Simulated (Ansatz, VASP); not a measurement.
## Pt: VASP beside Ansatz

```
Pt
1.0
     0.00000    1.96090    1.96090
     1.96090    0.00000    1.96090
     1.96090    1.96090    0.00000
Pt
1
Direct
  0.00000 0.00000 0.00000
```

Alike in both runs: task single point; functional PBEsol; k mesh 15 × 15 × 15; occupations fermi-dirac, width 0.05 eV; no spin polarisation.

|  | VASP | Ansatz |
| --- | --- | --- |
| version | VASP 6.6.1 | Ansatz 0.2.0 |
| potentials or method | VASP PAW PBE potentials, release 64 (Pt), cutoff 520 eV | all-electron (LAPW or listed datasets) |

```csv
,VASP,Ansatz,Ansatz less VASP
gap on the k mesh at the Fermi level (eV),none,none,-
pressure (GPa),-1.1,-0.8,+0.38
```

VASP's potentials were made for PBE, not for PBEsol. A gap of «none» marks a metal or a gap that the smearing closes. Ansatz ran all-electron here, and VASP with PAW potentials.

Neither program's run includes spin-orbit coupling.
